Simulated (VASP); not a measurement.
A run of VASP 6.6.1 is set up as follows.

File POSCAR:

```
Cu
1.0
    2.5341000000      0.0000000000      0.0000000000
   -1.2670500000      2.1945900000      0.0000000000
    0.0000000000      0.0000000000      4.1125700000
Cu
2
Direct
    0.3333333333      0.6666666667      0.2500000000
    0.6666666667      0.3333333333      0.7500000000
```

INCAR.step1

```
SYSTEM = Cu
  PREC = Accurate
  ENCUT = 660
  ISMEAR = -1
  SIGMA = 0.1
  LREAL = .False.
  LASPH = .True.
  NELM = 120
  NBANDS = 18
  GGA = PE
  ALGO = Normal
  EDIFF = 1E-5
  LWAVE = .True.
  LCHARG = .False.
  GGA_COMPAT = .False.
```

File INCAR.step2:

```
SYSTEM = Cu
  PREC = Accurate
  ENCUT = 660
  EDIFF = 1E-6
  ISMEAR = -1
  SIGMA = 0.1
  LREAL = .False.
  LASPH = .True.
  NELM = 120
  ALGO = Normal
  ISIF = 2
  LWAVE = .False.
  LCHARG = .True.
  METAGGA = R2SCAN
  LMIXTAU = .True.
  LELF = .True.
  LVHAR = .True.
  NBANDS = 18
  ISTART = 1
  GGA_COMPAT = .False.
```

File KPOINTS:

```
regular mesh
0
Gamma
  10 10 6
  0 0 0
```

Potentials or basis: VASP PAW PBE potentials, release 64 (Cu).

Run with:

```console
$ cat potpaw_PBE.64/Cu/POTCAR > POTCAR
$ cp INCAR.step1 INCAR
$ mpirun -np 1 vasp_std > vasp.out
$ cp INCAR.step2 INCAR
$ mpirun -np 1 vasp_std > vasp.out
```

**Question.** Predict the band gap on the k mesh.

**Answer.** Zero (bands 11 and 12 overlap by 5.34 eV).

**Question.** Predict the pressure.

**Answer.** 1.0 GPa.

Stress tensor (GPa, compression positive):
```
0.84 0.00 0.00
0.00 0.84 0.00
0.00 0.00 1.20
```

Caveat: the PAW data sets were made with another functional, which shifts forces and pressure a little.
